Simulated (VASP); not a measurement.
TiO2: single point with r2SCAN

TiO2:

```xyz
6
Lattice="2.7060 -2.7067 0.0000 2.7060 2.7067 0.0000 -2.6335 0.0000 4.7966" Properties=species:S:1:pos:R:3 pbc="T T T"
Ti    2.0477    1.9807    1.1992
Ti    0.7309   -1.9807    3.5975
O    -0.6205   -0.6563    3.2001
O     3.3990    0.6563    1.5966
O     2.0823   -0.6563    3.9949
O     0.6963    0.6563    0.8018
```

```yaml
Program: VASP 6.6.1
Task: single point
Functional: r2SCAN
Potentials_or_basis: VASP PAW PBE potentials, release 64 (Ti_sv, O)
Cutoff: 520 eV
k_mesh: 4 × 4 × 2
Occupations: gaussian, width 0.02 eV
Spin: no spin polarisation
```

The pressure is -5.2 GPa, the largest force is 0.193 eV/Å and the band gap on the k mesh is 2.46 eV, indirect (least direct gap 2.91 eV).

Forces on the atoms (eV/Å):
```
Ti   0.000  0.078  0.000
Ti   0.000 -0.078  0.000
O    0.004 -0.041 -0.189
O   -0.004  0.041  0.189
O   -0.004 -0.041  0.189
O    0.004  0.041 -0.189
```

Stress tensor (GPa, compression positive):
```
-5.24  0.00 -0.29
 0.00 -5.29  0.00
-0.29  0.00 -5.10
```

Levels at points of the mesh, in eV from the valence-band top:
| k point | band 21 | band 22 | band 23 | band 24 | band 25 | band 26 | band 27 | band 28 |
| --- | --- | --- | --- | --- | --- | --- | --- | --- |
| (0.00, 0.00, 0.00) | -0.79 | -0.76 | -0.46 | -0.45 | 2.46 | 3.17 | 4.20 | 4.22 |
| (0.50, 0.00, 0.00) | -1.86 | -0.93 | -0.91 | -0.66 | 3.60 | 3.75 | 3.75 | 4.00 |
| (0.50, 0.50, 0.00) | -2.20 | -1.90 | -0.02 | 0.00 | 3.61 | 3.65 | 3.89 | 4.24 |
| (0.00, 0.00, 0.50) | -1.29 | -1.29 | -0.15 | -0.15 | 2.80 | 2.80 | 4.04 | 4.04 |
| (0.50, 0.00, 0.50) | -1.89 | -0.91 | -0.91 | -0.66 | 3.46 | 3.83 | 3.87 | 3.88 |
| (0.50, 0.50, 0.50) | -2.04 | -2.04 | -0.02 | -0.02 | 3.63 | 3.63 | 4.07 | 4.07 |

Wall time 67 s on 1 thread of Intel(R) Xeon(R) 6975P-C (Granite Rapids), with other jobs on the host, peak memory 0.19 GiB.

Caveat: the k points lie up to 0.65 Å⁻¹ apart; the PAW data sets were made with another functional, which shifts forces and pressure a little. r2SCAN opens gaps a little over a GGA but as a rule still falls short of measured ones.
